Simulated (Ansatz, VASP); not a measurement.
TiAl3: VASP beside Ansatz

The input INCAR:

```
SYSTEM = TiAl3
PREC     = Accurate       ! precision mode
ENCUT    = 520            ! plane-wave cutoff, eV
EDIFF    = 1E-6           ! SCF threshold, eV
ISMEAR   = -1             ! smearing method
SIGMA    = 0.05           ! smearing width, eV
LREAL    = .False.        ! projectors in reciprocal space
LASPH    = .True.         ! aspherical terms in the spheres
NELM     = 60             ! most SCF steps
ALGO     = Normal         ! electronic algorithm
ISIF     = 2              ! what is computed and relaxed
LWAVE    = .False.        ! write WAVECAR
LCHARG   = .True.         ! write CHGCAR
GGA      = PE             ! functional
LELF     = .True.         ! ELF
LVHAR    = .True.       
NBANDS   = 18             ! bands
```

KPOINTS

```
Automatic mesh
0
Gamma
  10 10 10
  0 0 0
```

POSCAR

```
TiAl3
1.0
   -1.9362557970      1.9362557970      4.3369998440
    1.9362557970     -1.9362557970      4.3369998440
    1.9362557970      1.9362557970     -4.3369998440
Ti Al
1 3
Direct
    0.0000000000      0.0000000000      0.0000000000
    0.2500000000      0.7500000000      0.5000000000
    0.7500000000      0.2500000000      0.5000000000
    0.5000000000      0.5000000000      0.0000000000
```

Contents of input.yaml:

```yaml
crystal:
  lattice:
    - [-1.936255797, 1.936255797, 4.336999844]
    - [1.936255797, -1.936255797, 4.336999844]
    - [1.936255797, 1.936255797, -4.336999844]
  atoms:
    - { symbol: Ti, position: [0.0, 0.0, 0.0] }
    - { symbol: Al, position: [0.25, 0.75, 0.5] }
    - { symbol: Al, position: [0.75, 0.25, 0.5] }
    - { symbol: Al, position: [0.5, 0.5, 0.0] }
kpoints:
  mp_grid: { grid: [10, 10, 10] }
scf:
  occupations: { method: fermi_dirac, width: 0.05 }
hamiltonian:
  xc: pbe
  pseudopotentials: { kind: all_electron, lapw: { basis_error: 0.001 } }
output:
  forces: true
  stress: true
  eigenvalues: true
```

Change from the starting cell: volume scaled by 1.04.

Alike in both runs: task single point; functional PBE; k mesh 10 × 10 × 10; occupations fermi-dirac, width 0.05 eV; no spin polarisation.

|  | VASP | Ansatz |
| --- | --- | --- |
| version | VASP 6.6.1 | Ansatz 0.2.0 |
| potentials or method | VASP PAW PBE potentials, release 64 (Ti_sv, Al), cutoff 520 eV | all-electron LAPW, scalar-relativistic |

```csv
,VASP,Ansatz,Ansatz less VASP
gap on the k mesh at the Fermi level (eV),none,none,-
pressure (GPa),-2.1,-2.1,+0.07
"traceless stress, the component that is largest in VASP (GPa)",0.04,0.06,+0.013
```

A gap of «none» marks a metal or a gap that the smearing closes. Ansatz ran all-electron here, and VASP with PAW potentials.
